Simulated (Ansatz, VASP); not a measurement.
## RbBr: VASP beside Ansatz

Contents of INCAR:

```
ALGO     = Normal         # electronic algorithm
EDIFF    = 1E-6           # SCF threshold, eV
ENCUT    = 500            # plane-wave cutoff, eV
GGA      = PE             # functional
GGA_COMPAT= False        
ISIF     = 2              # what is computed and relaxed
ISMEAR   = 0              # smearing method
LASPH    = True           # aspherical terms in the spheres
LCHARG   = False          # write CHGCAR
LREAL    = False          # projectors in reciprocal space
LWAVE    = False          # write WAVECAR
NBANDS   = 15             # bands
NELM     = 120            # most SCF steps
PREC     = Accurate       # precision mode
SIGMA    = 0.1            # smearing width, eV
```

File KPOINTS:

```
k-points
0
Gamma
  6 6 4
```

The input POSCAR:

```
RbBr
1.0
    4.7300067576      0.0000000000      0.0000000000
   -2.3650033788      4.0963060122      0.0000000000
    0.0000000000      0.0000000000      4.3745354067
Rb Br
1 1
Direct
    0.3333333333      0.6666666667      0.5000000000
    0.0000000000      0.0000000000      0.0000000000
```

Input for Ansatz:

```yaml
crystal:
  lattice:
    - [4.7300067576, 0.0, 0.0]
    - [-2.3650033788, 4.0963060122, 0.0]
    - [0.0, 0.0, 4.3745354067]
  atoms:
    - { symbol: Rb, position: [0.3333333333, 0.6666666667, 0.5] }
    - { symbol: Br, position: [0.0, 0.0, 0.0] }
basis:
  ecutwfc: 420
kpoints:
  mp_grid: { grid: [6, 6, 4] }
hamiltonian:
  xc: pbe
scf:
  occupations: { method: gaussian, width: 0.1 }
  lower_state_search: "off"
output:
  forces: true
  stress: true
  eigenvalues: true
```

Change from the starting cell: species swapped into the LuTe type (P-6m2, No. 187).

Alike in both runs: task single point; functional PBE; k mesh 6 × 6 × 4; occupations gaussian, width 0.1 eV; no spin polarisation.

|  | VASP | Ansatz |
| --- | --- | --- |
| version | VASP 6.6.1 | Ansatz 0.2.0 |
| potentials or method | VASP PAW PBE potentials, release 64 (Rb_sv, Br), cutoff 500 eV | scalar-relativistic, plane waves, PAW |
| valence electrons in the cell | 16 | 16 |

|  | VASP | Ansatz | Ansatz less VASP |
| --- | --- | --- | --- |
| gap on the k mesh at the Fermi level (eV) | 4.00 | 4.00 | +0.001 |
| least direct gap on the mesh (eV) | 4.00 | 4.00 | +0.001 |
| pressure (GPa) | 0.2 | 0.2 | -0.01 |
| traceless stress, the component that is largest in VASP (GPa) | -0.13 | -0.13 | -0.003 |
